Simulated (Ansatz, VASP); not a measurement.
**B2Pb in VASP and in Ansatz**

```
B Pb
1.0
     3.23982    0.00000    0.00000
    -1.61991    2.80577    0.00000
     0.00000    0.00000    9.55680
B Pb
4 2
Direct
  0.00000 0.00000 0.58195
  0.00000 0.00000 0.00000
  0.00000 0.00000 0.41805
  0.66667 0.33333 0.50000
  0.33333 0.66667 0.79958
  0.33333 0.66667 0.20042
```

Alike in both runs: functional PBE; k mesh 15 × 15 × 4; occupations gaussian, width 0.1 eV; no spin polarisation.

Ansatz relaxed the structure, and its values are those at the end. VASP's run is a single point on that final structure, the one shown.

```csv
,VASP,Ansatz
version,VASP 6.6.1,Ansatz 0.2.0
potentials or method,"VASP PAW PBE potentials, release 64 (B, Pb_d), cutoff 520 eV","scalar-relativistic, plane waves, PAW"
valence electrons in the cell,40,40
```

Ansatz gave:

- gap on the k mesh at the Fermi level (eV): none
- pressure (GPa): 0.0
- rms of the force components (eV/Å): 0.001

Which values does VASP return?

gap on the k mesh at the Fermi level (eV): none; pressure (GPa): 0.0; rms of the force components (eV/Å): 0.006.

A gap of «none» marks a metal or a gap that the smearing closes.

Neither program's run includes spin-orbit coupling.
